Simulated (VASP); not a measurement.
# Tm2GeF2 (P6/mmm) in VASP: notebook

The runs below take Tm2GeF2 through single point, relaxation of cell and atoms, with PBE.

Program: VASP 6.6.1. These are calculated values, not measurements. Logs are shortened: lines on timing, memory, paths and dates and some standing lists are left out, and cuts for length are marked.

**1. The cell of the first run**

Symmetry: P6/mmm, No. 191, hexagonal system. The conventional cell has a = 5.394 Å, b = 5.394 Å, c = 7.119 Å, α = 90.00°, β = 90.00°, γ = 120.00°. Within 4.1 Å of Tm (site symmetry -6m2) lie 3 Ge at 3.11 Å and 3 Tm at 3.11 Å and 6 F at 3.70 Å. Ge (site symmetry 6/mmm) has 2 F at 1.99 Å within 2.6 Å. Within 2.6 Å of F (site symmetry 6mm) lie 1 Ge at 1.99 Å.

The cell was generated, and may not be a known phase.

**2. Single point, PBE**

INCAR

```
SYSTEM = Tm2GeF2
  PREC = Accurate
  ENCUT = 600
  EDIFF = 1E-6
  ISMEAR = 0
  SIGMA = 0.15
  LREAL = .False.
  LASPH = .True.
  NELM = 200
  ALGO = Normal
  ISIF = 2
  LWAVE = .False.
  LCHARG = .False.
  GGA = PE
  NBANDS = 31
  GGA_COMPAT = .False.
  LMAXMIX = 6
```

KPOINTS

```
Automatic mesh
0
Gamma
  3 3 3
  0 0 0
```

POSCAR

```
Tm2GeF2
1.0
    5.3940897298      0.0000000032      0.0000000000
   -2.6970448676      4.6714187347      0.0000000000
    0.0000000000      0.0000000000      7.1186252642
Tm Ge F
2 1 2
Direct
    0.3333333333      0.6666666667      0.5000000000
    0.6666666667      0.3333333333      0.5000000000
    0.0000000000      0.0000000000      0.5000000000
    0.0000000000      0.0000000000      0.7797713732
    0.0000000000      0.0000000000      0.2202286268
```

Potentials or basis: VASP PAW PBE potentials, release 64 (Tm_3, Ge_d, F), 4f in core.

Command:

```console
$ cat potpaw_PBE.64/Tm_3/POTCAR potpaw_PBE.64/Ge_d/POTCAR potpaw_PBE.64/F/POTCAR > POTCAR
$ mpirun -np 1 vasp_std > vasp.out
```

OUTCAR:

```text
SYSTEM = Tm2GeF2
   PREC = Accurate
   ENCUT = 600
   EDIFF = 1E-6
   ISMEAR = 0
   LREAL = .False.
   LASPH = .True.
   NELM = 200
   ISIF = 2
   GGA = PE

 ion  position               nearest neighbor table
   1  0.333  0.667  0.500-   3 3.11   2 3.11   2 3.11   3 3.11   3 3.11   2 3.11
   2  0.667  0.333  0.500-   3 3.11   1 3.11   1 3.11   3 3.11   3 3.11   1 3.11
   3  0.000  0.000  0.500-   4 1.99   5 1.99   1 3.11   2 3.11   1 3.11   2 3.11   2 3.11   1 3.11

   4  0.000  0.000  0.780-   3 1.99
   5  0.000  0.000  0.220-   3 1.99

  LATTYP: Found a hexagonal cell.
 ALAT       =     5.3940897298
 C/A-ratio  =     1.3197083513

  Lattice vectors:

 A1 = (   5.3940897298,   0.0000000032,   0.0000000000)
 A2 = (  -2.6970448676,   4.6714187347,   0.0000000000)
 A3 = (   0.0000000000,   0.0000000000,   7.1186252642)

Analysis of symmetry for initial positions (statically):
=====================================================================
 Subroutine PRICEL returns:
 Original cell was already a primitive cell.

 Routine SETGRP: Setting up the symmetry group for a
 hexagonal supercell.

 Subroutine GETGRP returns: Found 24 space group operations
 (whereof 24 operations were pure point group operations)
 out of a pool of 24 trial point group operations.

The static configuration has the point symmetry D_6h.

Analysis of symmetry for dynamics (positions and initial velocities):
=====================================================================
 Subroutine PRICEL returns:
 Original cell was already a primitive cell.

 Routine SETGRP: Setting up the symmetry group for a
 hexagonal supercell.

 Subroutine GETGRP returns: Found 24 space group operations
 (whereof 24 operations were pure point group operations)
 out of a pool of 24 trial point group operations.

The dynamic configuration has the point symmetry D_6h.

 Subroutine INISYM returns: Found 24 space group operations
 (whereof 24 operations are pure point group operations),
 and found     1 'primitive' translations

----------------------------------------------------------------------------------------

                                     Primitive cell

  volume of cell :     179.3755

  direct lattice vectors                    reciprocal lattice vectors
     5.394089730  0.000000003  0.000000000     0.185388091  0.107033865  0.000000000
    -2.697044868  4.671418735  0.000000000    -0.000000000  0.214067729  0.000000000
     0.000000000  0.000000000  7.118625264     0.000000000  0.000000000  0.140476562

[... 66 lines left out ...]
   LSORBIT =      F    spin-orbit coupling
   LASPH  =      T    aspherical Exc in radial PAW
   ENCUT  =  600.0 eV  44.10 Ry    6.64 a.u.  10.77 10.77 14.22*2*pi/ulx,y,z
   NELM   =    200;   NELMIN=  2; NELMDL= -5     # of ELM steps
   EDIFF  = 0.1E-05   stopping-criterion for ELM
   LREAL  =      F    real-space projection
[... 7 lines left out ...]
   TEBEG  =    0.0;   TEEND  =   0.0 temperature during run
   PSTRESS=    0.0 pullay stress
   NELECT =      46.0000    total number of electrons
   NUPDOWN=      -1.0000    fix difference up-down
   EMIN   =  10.00;   EMAX   =-10.00  energy-range for DOS
   EFERMI =   0.00;   METHOD = LEGACY
   ISMEAR =     0;   SIGMA  =   0.15  broadening in eV -4-tet -1-fermi 0-gaus
   EFERMI_NEDOS =   21; number of points for ismear=-14 and -15
   IALGO  =     38    algorithm
   IMIX   =      4    mixing-type and parameters
     AMIX     =   0.40;   BMIX     =  1.00
     AMIX_MAG =   1.60;   BMIX_MAG =  1.00
  volume/ion in A,a.u.               =      35.88       242.10
  Fermi-wavevector in a.u.,A,eV,Ry     =   1.040095  1.965495 14.718755  1.081798
  Thomas-Fermi vector in A             =   2.174655
   LORBIT       =      0    0 simple, 1 ext, 2 COOP (PROOUT), +10 PAW based schemes
   GGA     = PE    functional components
   LHFCALC =     F    Hartree Fock is set to
   AEXX    =    0.0000 exact exchange contribution
   IVDW    =     0    specifies the selected vdW correction
   LEPSILON=     F    determine dielectric tensor
   LRPA    =     F    only Hartree local field effects (RPA)
 non-spin polarized calculation
 Gauss-broadening in eV      SIGMA  =   0.15
  energy-cutoff  :      600.00
  volume of cell :      179.38
 maximum number of plane-waves:      6010
 NGX is ok and might be reduce to    48
   NGX = 21   NGY = 21   NGZ = 29

 number of electron      45.9999989 magnetization

 Free energy of the ion-electron system (eV)
  ---------------------------------------------------
  ext. energy  EPLUGINS =         0.00000000
  ---------------------------------------------------
  free energy    TOTEN  =       -19.95053277 eV

  energy without entropy =      -19.94178044  energy(sigma->0) =      -19.94615661

 E-fermi :   0.2995     XC(G=0):  -6.7030

 val. band max:        0.1369846385   @ k =   0.3333   0.3333   0.0000
 cond. band min:       0.5238568722   @ k =   0.3333   0.0000   0.3333
 fundamental gap:      0.3868722337
 Fermi energy:         0.2994669287

 k-point     1 :       0.0000    0.0000    0.0000
  band No.  band energies     occupation
      1     -26.6816      2.00000
      2     -26.5484      2.00000
      3     -26.3838      2.00000
      4     -26.3838      2.00000
      5     -25.8454      2.00000
      6     -25.8454      2.00000
[... 193 lines left out ...]
     30       1.6450      0.00000
     31       4.2500      0.00000

------------------------ aborting loop because EDIFF is reached ----------------------------------------

  FORCE on cell =-STRESS in cart. coord.  units (eV):
  Direction    XX          YY          ZZ          XY          YZ          ZX
  --------------------------------------------------------------------------------------
  -------------------------------------------------------------------------------------
  Total        0.3637739      0.3637739      0.9057120      0.0000000      0.0000000      0.0000000
  in kB        3.2492192      3.2492192      8.0897970      0.0000000      0.0000000      0.0000000
  external PRESSURE =       4.8627452 kB  Pullay stress =       0.0000000 kB

 VOLUME and BASIS-vectors are now :
 -----------------------------------------------------------------------------
  energy-cutoff  :      600.00
  volume of cell :      179.38
      direct lattice vectors                 reciprocal lattice vectors
     5.394089730  0.000000003  0.000000000     0.185388091  0.107033865  0.000000000
    -2.697044868  4.671418735  0.000000000    -0.000000000  0.214067729  0.000000000
     0.000000000  0.000000000  7.118625264     0.000000000  0.000000000  0.140476562

 POSITION                                       TOTAL-FORCE (eV/Angst)
 -----------------------------------------------------------------------------------
     -0.00000      3.11428      3.55931         0.000000     -0.000000      0.000000
      2.69704      1.55714      3.55931        -0.000000      0.000000      0.000000
      0.00000      0.00000      3.55931         0.000000     -0.000000      0.000000
      0.00000      0.00000      5.55090         0.000000     -0.000000      0.079652
      0.00000      0.00000      1.56773        -0.000000      0.000000     -0.079652
 -----------------------------------------------------------------------------------
    total drift:                                0.000000     -0.000000      0.000000

  FREE ENERGIE OF THE ION-ELECTRON SYSTEM (eV)
  ---------------------------------------------------
  free  energy   TOTEN  =       -19.9505327699 eV

  energy  without entropy=      -19.9417804427  energy(sigma->0) =      -19.94615661
```

It took 41 s on 1 thread of Intel Xeon 6975P-C (Granite Rapids), shared host; peak memory 0.37 GiB.

Results:

* Free energy: -19.9505 eV
* Pressure: 0.5 GPa
* Largest force: 0.080 eV/Å
* Band gap on the k mesh: 0.39 eV (least direct gap 0.49 eV)

Forces on the atoms (eV/Å):
```
Tm   0.000  0.000  0.000
Tm   0.000  0.000  0.000
Ge   0.000  0.000  0.000
F    0.000  0.000  0.080
F    0.000  0.000 -0.080
```

Caveat: the k points lie up to 0.45 Å⁻¹ apart; semilocal functionals underestimate gaps, and a narrow one can read as zero; spin-orbit coupling is left out, which moves the levels of the heavy elements; the 4f electrons are frozen in the core, so they carry no moment and show no levels. Spin polarisation is off, so any magnetic state and its effect on volume and gap are missing.

**3. Relaxation of cell and atoms, PBE**

This run uses another cell than the first one, of 21.11 Å³/atom.

INCAR

```
SYSTEM = Tm2GeF2
PREC = Accurate
ENCUT = 600
EDIFF = 1E-7
ISMEAR = 0
SIGMA = 0.15
LREAL = .FALSE.
LASPH = .TRUE.
NELM = 200
ALGO = Normal
ISIF = 3
LWAVE = .FALSE.
LCHARG = .FALSE.
GGA = PE
IBRION = 2
NSW = 36
EDIFFG = -0.08
GGA_COMPAT = .FALSE.
NELMIN = 4
LMAXMIX = 6
```

KPOINTS

```
regular mesh
0
G
  3 3 3
  0 0 0
```

POSCAR

```
Tm2GeF2
1.0
    4.8982603500      0.0000000000      0.0000000000
   -2.4491301800      4.2420179000      0.0000000000
    0.0000000000      0.0000000000      5.0792766200
Tm Ge F
2 1 2
Direct
    0.3333333300      0.6666666700      0.5000000000
    0.6666666700      0.3333333300      0.5000000000
    0.0000000000      0.0000000000      0.5000000000
    0.0000000000      0.0000000000      0.7780659400
    0.0000000000      0.0000000000      0.2219340600
```

Potentials or basis: VASP PAW PBE potentials, release 64 (Tm_3, Ge_d, F), 4f in core.

Command:

```console
$ cat potpaw_PBE.64/Tm_3/POTCAR potpaw_PBE.64/Ge_d/POTCAR potpaw_PBE.64/F/POTCAR > POTCAR
$ mpirun -np 1 vasp_std > vasp.out
```

OUTCAR:

```text
SYSTEM = Tm2GeF2
   PREC = Accurate
   ENCUT = 600
   EDIFF = 1E-7
   ISMEAR = 0
   LREAL = .FALSE.
   LASPH = .TRUE.
   NELM = 200
   ISIF = 3
   GGA = PE
   IBRION = 2
   NSW = 36
   EDIFFG = -0.08
   NELMIN = 4

 ion  position               nearest neighbor table
   1  0.333  0.667  0.500-   2 2.83   2 2.83   3 2.83   3 2.83   3 2.83   2 2.83
   2  0.667  0.333  0.500-   1 2.83   1 2.83   3 2.83   3 2.83   3 2.83   1 2.83
   3  0.000  0.000  0.500-   4 1.41   5 1.41   1 2.83   2 2.83   2 2.83   1 2.83   2 2.83   1 2.83

   4  0.000  0.000  0.778-   3 1.41
   5  0.000  0.000  0.222-   3 1.41

  LATTYP: Found a hexagonal cell.
 ALAT       =     4.8982603500
 C/A-ratio  =     1.0369552162

  Lattice vectors:

 A1 = (   4.8982603500,   0.0000000000,   0.0000000000)
 A2 = (  -2.4491301800,   4.2420179000,   0.0000000000)
 A3 = (   0.0000000000,   0.0000000000,   5.0792766200)

Analysis of symmetry for initial positions (statically):
=====================================================================
 Subroutine PRICEL returns:
 Original cell was already a primitive cell.

 Routine SETGRP: Setting up the symmetry group for a
 hexagonal supercell.

 Subroutine GETGRP returns: Found 24 space group operations
 (whereof 24 operations were pure point group operations)
[... 162 lines left out ...]
  in kB      203.6716506    203.6716509   1064.3115031     -0.0000002      0.0000000      0.0000000
  external PRESSURE =     490.5516015 kB  Pullay stress =       0.0000000 kB
[... 98 lines left out ...]
  FREE ENERGIE OF THE ION-ELECTRON SYSTEM (eV)
  ---------------------------------------------------
  free  energy   TOTEN  =       204.1274810825 eV

  energy  without entropy=      204.2168935735  energy(sigma->0) =      204.17218733

 E-fermi :  -1.8050     XC(G=0):  -5.9294

 val. band max:       -1.8272351923   @ k =   0.3333   0.3333   0.0000
 cond. band min:      -1.7172199821   @ k =   0.3333   0.3333   0.0000
 fundamental gap:      0.1100152103
 Fermi energy:        -1.8049913794

 k-point     1 :       0.0000    0.0000    0.0000
  band No.  band energies     occupation
      1     -29.0592      2.00000
      2     -28.9618      2.00000
      3     -28.7524      2.00000
      4     -28.7524      2.00000
      5     -28.3369      2.00000
      6     -28.3369      2.00000
[... 169 lines left out ...]
     26      -1.5268      0.00872
     27      -0.8119      0.00000

[... ionic steps 4 to 17 ...]

--------------------------------------- Ionic step       18  -------------------------------------------

 number of electron      45.9999977 magnetization

------------------------ aborting loop because EDIFF is reached ----------------------------------------
[... 73 lines left out ...]
--------------------------------------- Ionic step       20  -------------------------------------------

 number of electron      45.9999983 magnetization

 Free energy of the ion-electron system (eV)
  ---------------------------------------------------
  ext. energy  EPLUGINS =         0.00000000
  ---------------------------------------------------
  free energy    TOTEN  =       -19.65223441 eV

  energy without entropy =      -19.63906614  energy(sigma->0) =      -19.64565028

 E-fermi :   0.7841     XC(G=0):  -7.1156

 val. band max:        0.6649266907   @ k =   0.3333   0.3333   0.0000
 cond. band min:       0.9813331615   @ k =   0.3333   0.0000   0.3333
 fundamental gap:      0.3164064708
 Fermi energy:         0.7841457654

 k-point     1 :       0.0000    0.0000    0.0000
  band No.  band energies     occupation
      1     -26.1705      2.00000
      2     -26.0353      2.00000
      3     -25.8719      2.00000
      4     -25.8719      2.00000
      5     -25.3276      2.00000
      6     -25.3276      2.00000
[... 201 lines left out ...]
  FREE ENERGIE OF THE ION-ELECTRON SYSTEM (eV)
  ---------------------------------------------------
  free  energy   TOTEN  =       -19.6522344070 eV

  energy  without entropy=      -19.6390661431  energy(sigma->0) =      -19.64565028

 reached required accuracy - stopping structural energy minimisation
```

OSZICAR:

```text
N       E                     dE             d eps       ncg     rms          rms(c)
DAV:   1     0.655382493862E+03    0.65538E+03   -0.23325E+04   347   0.297E+03
DAV:   2     0.144041441236E+03   -0.51134E+03   -0.50237E+03   324   0.837E+02
DAV:   3     0.466728277308E+00   -0.14357E+03   -0.14028E+03   524   0.254E+02
[... 383 lines left out ...]
DAV:   7    -0.196522323380E+02   -0.55717E-05   -0.91495E-05   520   0.652E-02    0.852E-03
DAV:   8    -0.196522333101E+02   -0.97217E-06   -0.95008E-06   410   0.269E-02    0.245E-03
DAV:   9    -0.196522342607E+02   -0.95053E-06   -0.18700E-06   426   0.903E-03    0.157E-03
DAV:  10    -0.196522343775E+02   -0.11686E-06   -0.63520E-07   340   0.761E-03    0.925E-04
DAV:  11    -0.196522344070E+02   -0.29432E-07   -0.12388E-07   230   0.403E-03
  20 F= -.19652234E+02 E0= -.19645650E+02  d E =-.623131E-02
```

It took 6.7 min on 1 thread of Intel Xeon 6975P-C (Granite Rapids), shared host; peak memory 0.28 GiB.

What came out:

* Free energy: -19.6522 eV
* Relaxed volume: 32.88 Å³/atom
* Relaxed cell: a = 5.388 Å, b = 5.388 Å, c = 6.540 Å, α = 90.00°, β = 90.00°, γ = 120.00°
* Space group after relaxing (to 0.1 Å): P6/mmm (No. 191)
* Pressure after relaxing: 0.0 GPa
* Largest force after relaxing: 0.053 eV/Å
* Band gap on the k mesh: 0.32 eV (least direct gap 0.46 eV)

Forces in eV/Å, atoms in the order of the input:
```
Tm   0.000  0.000  0.000
Tm   0.000  0.000  0.000
Ge   0.000  0.000  0.000
F    0.000  0.000  0.053
F    0.000  0.000 -0.053
```

Final structure:
```cif
data_structure
_symmetry_space_group_name_H-M 'P 1'
_symmetry_Int_Tables_number 1
_cell_length_a 5.3877
_cell_length_b 5.3877
_cell_length_c 6.5403
_cell_angle_alpha 90.000
_cell_angle_beta 90.000
_cell_angle_gamma 120.000
_cell_volume 164.41
loop_
_atom_site_label
_atom_site_type_symbol
_atom_site_fract_x
_atom_site_fract_y
_atom_site_fract_z
_atom_site_occupancy
Tm1 Tm 0.33333 0.66667 0.50000 1
Tm2 Tm 0.66667 0.33333 0.50000 1
Ge1 Ge 0.00000 0.00000 0.50000 1
F1 F 0.00000 0.00000 0.19833 1
F2 F 0.00000 0.00000 0.80167 1
```

Caveat: the k points lie up to 0.45 Å⁻¹ apart in the final cell; the volume moved by over 15 % at a fixed basis, so the end points are rough; semilocal functionals underestimate gaps, and a narrow one can read as zero; spin-orbit coupling is left out, which moves the levels of the heavy elements; the 4f electrons are frozen in the core, so they carry no moment and show no levels; the relaxation stopped at a loose force limit of 0.08 eV/Å, so its end isn't a converged minimum. Spin polarisation is off, so any magnetic state and its effect on volume and gap are missing.
